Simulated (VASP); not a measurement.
Runs of VASP 6.6.1 on MgF2. The structure is that of space group P4_2/mnm (No. 136), or close to it. The cells are those of the table. 

| task | level | cell | k mesh | cutoff (eV) | grid for exact exchange (PRECFOCK) | share of exact exchange | screening parameter | gap on the mesh (eV) | pressure (GPa) | largest force (eV/Å) |
| --- | --- | --- | --- | --- | --- | --- | --- | --- | --- | --- |
| relaxation of the atoms | r2SCAN | atoms relaxed from a = 4.657, b = 4.657, c = 3.070 Å, 6 atoms | 6 × 6 × 10 | 580 | - | - | - | (b) | -3.5 | - |
| single point | HSE06 | a = 4.626, b = 4.626, c = 3.049 Å, 6 atoms | 4 × 4 × 6 | 520 | Normal | 0.25 | 0.2079 1/Å | (a) | 0.4 | 0.02 |
| single point | PBE0 | a = 4.626, b = 4.626, c = 3.049 Å, 6 atoms | 4 × 4 × 6 | 520 | Normal | 0.25 | - | 10.16 | 0.3 | 0.02 |
| relaxation of the atoms | r2SCAN | atoms relaxed from a = 4.563, b = 4.563, c = 3.008 Å, 6 atoms | 6 × 6 × 10 | 580 | - | - | - | 8.30 | 3.0 | - |
| relaxation of the atoms | r2SCAN | atoms relaxed from a = 4.687, b = 4.687, c = 3.089 Å, 6 atoms | 6 × 6 × 10 | 580 | - | - | - | 7.74 | -5.3 | 0.01 |

Alike in all rows: potentials or basis VASP PAW PBE potentials, release 64 (Mg, F); no spin polarisation; smearing fermi-dirac 0.02 eV.

Question: Fill in the values left out.

Answer: (a) 9.39; (b) 7.87.

Caveats: the PAW data sets were made with another functional, which shifts forces and pressure a little.

A k mesh can miss the band edges.
